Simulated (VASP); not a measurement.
Set up this calculation in VASP 6.6.1, as the native input.

```
Task                   : single point
Functional             : PBEsol
Potentials or basis    : VASP PAW PBE potentials, release 64 (W_sv, C)
Cutoff                 : 520 eV
k mesh                 : 6 × 6 × 6
Occupations            : gaussian, width 0.15 eV
Spin                   : no spin polarisation
Dipole correction      : no
Further INCAR settings : ALGO = Normal; EDIFF = 1e-06; NBANDS = 16
```

The structure of WC lies in POSCAR:

```
WC
1.0
    2.9005014360      0.0000000000      0.0000000000
   -1.4502507180      2.5119079273      0.0000000000
    0.0000000000      0.0000000000      2.8290000000
W C
1 1
Direct
   -0.0865212091     -0.0633379210     -0.1590668081
    0.6666666667      0.3333333333      0.5000000000
```

This cell differs from its parent crystal: atom 1 (W) moved by (-0.225, -0.450) A along [1 1 0] and z.

These files were run (other wordings do the same):

INCAR

```
SYSTEM = WC
PREC = Accurate
ENCUT = 520
EDIFF = 1E-6
ISMEAR = 0
SIGMA = 0.15
LREAL = .False.
LASPH = .True.
NELM = 100
ALGO = Normal
ISIF = 2
LWAVE = .False.
LCHARG = .True.
GGA = PS
LELF = .True.
LVHAR = .True.
NBANDS = 16
```

KPOINTS

```
Automatic mesh
0
Gamma
  6 6 6
  0 0 0
```

Potentials or basis: VASP PAW PBE potentials, release 64 (W_sv, C).

Command:

```sh
$ cat potpaw_PBE.64/W_sv/POTCAR potpaw_PBE.64/C/POTCAR > POTCAR
$ mpirun -np 1 vasp_std > vasp.out
```

Results of the run:

- Pressure: 54.3 GPa
- Largest force: 9.541 eV/Å
- Band gap on the k mesh: zero (band 9 reaches 12.75 eV, above the bottom of band 10 at 11.20 eV)

Caveat: the k points lie up to 0.42 Å⁻¹ apart; the cell differs from its parent crystal (atom 1 (W) moved by (-0.225, -0.450) A along [1 1 0] and z); the PAW data sets were made with another functional, which shifts forces and pressure a little; spin-orbit coupling is left out, which moves the levels of the heavy elements.

It took 10 s on 1 thread of Intel(R) Xeon(R) 6975P-C (Granite Rapids), with other jobs on the host, peak memory 0.16 GiB.
